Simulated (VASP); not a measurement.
Input of a VASP 6.6.1 run:

Contents of INCAR:

```
SYSTEM = Ru
ALGO = Normal
EDIFF = 1E-6
ENCUT = 520
GGA = PE
ISIF = 2
ISMEAR = 0
LASPH = .True.
LCHARG = .True.
LELF = .True.
LREAL = .False.
LVHAR = .True.
LWAVE = .False.
NBANDS = 21
NELM = 60
PREC = Accurate
SIGMA = 0.05
```

Contents of KPOINTS:

```
k-points
0
Gamma
  18 18 10
  0 0 0
```

Contents of POSCAR:

```
Ru
1.0
    2.7066898455      0.0000000000      0.0000000000
   -1.3533449227      2.3440621663      0.0000000000
    0.0000000000      0.0000000000      4.2790850467
Ru
2
Direct
    0.3333333333      0.6666666667      0.2500000000
    0.6666666667      0.3333333333      0.7500000000
```

Potentials or basis: VASP PAW PBE potentials, release 64 (Ru_pv).

Launch:

```console
$ cat potpaw_PBE.64/Ru_pv/POTCAR > POTCAR
$ mpirun -np 1 vasp_std > vasp.out
```

**Question.** Estimate the pressure.

**Answer.** 4.4 GPa.

**Question.** Predict the band gap on the k mesh.

**Answer.** Zero (bands 14 and 15 overlap by 3.13 eV).

Stress tensor (GPa, compression positive):
```
4.32 0.00 0.00
0.00 4.32 0.00
0.00 0.00 4.46
```

Caveat: the cell stands under pressure.
